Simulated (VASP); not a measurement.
A run of VASP 6.6.1:

The input POSCAR:

```
Ta
1.0
   -1.6653417812      1.6653417812      1.6653417812
    1.6653417812     -1.6653417812      1.6653417812
    1.6653417812      1.6653417812     -1.6653417812
Ta
1
Direct
    0.0000000000      0.0000000000      0.0000000000
```

The input INCAR.step1:

```
  PREC = Accurate
  ENCUT = 520
  ISMEAR = -1
  SIGMA = 0.1
  LREAL = F
  LASPH = T
  NELM = 100
  NBANDS = 12
  GGA = PE
  ALGO = Normal
  EDIFF = 1E-4
  LWAVE = T
  LCHARG = F
```

The input INCAR.step2:

```
  PREC = Accurate
  ENCUT = 520
  EDIFF = 1E-6
  ISMEAR = -1
  SIGMA = 0.1
  LREAL = F
  LASPH = T
  NELM = 100
  ALGO = Normal
  ISIF = 2
  LWAVE = F
  LCHARG = F
  METAGGA = R2SCAN
  LMIXTAU = T
  NBANDS = 12
  ISTART = 1
```

KPOINTS

```
Automatic mesh
0
Gamma
  14 14 14
```

Potentials or basis: VASP PAW PBE potentials, release 64 (Ta_pv).

The run is started by

```bash
$ cat potpaw_PBE.64/Ta_pv/POTCAR > POTCAR
$ cp INCAR.step1 INCAR
$ mpirun -np 1 vasp_std > vasp.out
$ cp INCAR.step2 INCAR
$ mpirun -np 1 vasp_std > vasp.out
```

Hardware: 1 thread of Intel Xeon 8259CL, on a shared host.

Question: How long does it take, and how much memory?

Answer: Wall time 83 s on 1 thread of Intel Xeon 8259CL, with other jobs on the host, peak memory 0.16 GiB. Counts: k points 104.
